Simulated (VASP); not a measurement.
A run of VASP 6.6.1 is set up as follows.

Contents of POSCAR:

```
Rh
1.0
    0.0000000000      1.9008071574      1.9008071574
    1.9008071574      0.0000000000      1.9008071574
    1.9008071574      1.9008071574      0.0000000000
Rh
1
Direct
    0.0000000000      0.0000000000      0.0000000000
```

INCAR.step1

```
PREC = Accurate
ENCUT = 520
ISMEAR = -1
SIGMA = 0.1
LREAL = False
LASPH = True
NELM = 60
NBANDS = 14
GGA = PE
ALGO = Normal
EDIFF = 1E-4
LWAVE = True
LCHARG = False
```

INCAR.step2

```
PREC = Accurate
ENCUT = 520
EDIFF = 1E-6
ISMEAR = -1
SIGMA = 0.1
LREAL = False
LASPH = True
NELM = 60
ALGO = Normal
ISIF = 2
LWAVE = False
LCHARG = False
METAGGA = R2SCAN
LMIXTAU = True
NBANDS = 14
ISTART = 1
```

File KPOINTS:

```
regular mesh
0
Gamma
  14 14 14
```

Potentials or basis: VASP PAW PBE potentials, release 64 (Rh_pv).

The run is started by

```console
$ cat potpaw_PBE.64/Rh_pv/POTCAR > POTCAR
$ cp INCAR.step1 INCAR
$ mpirun -np 1 vasp_std > vasp.out
$ cp INCAR.step2 INCAR
$ mpirun -np 1 vasp_std > vasp.out
```

What does it give for the pressure?

1.2 GPa.

Caveat: the PAW data sets were made with another functional, which shifts forces and pressure a little.
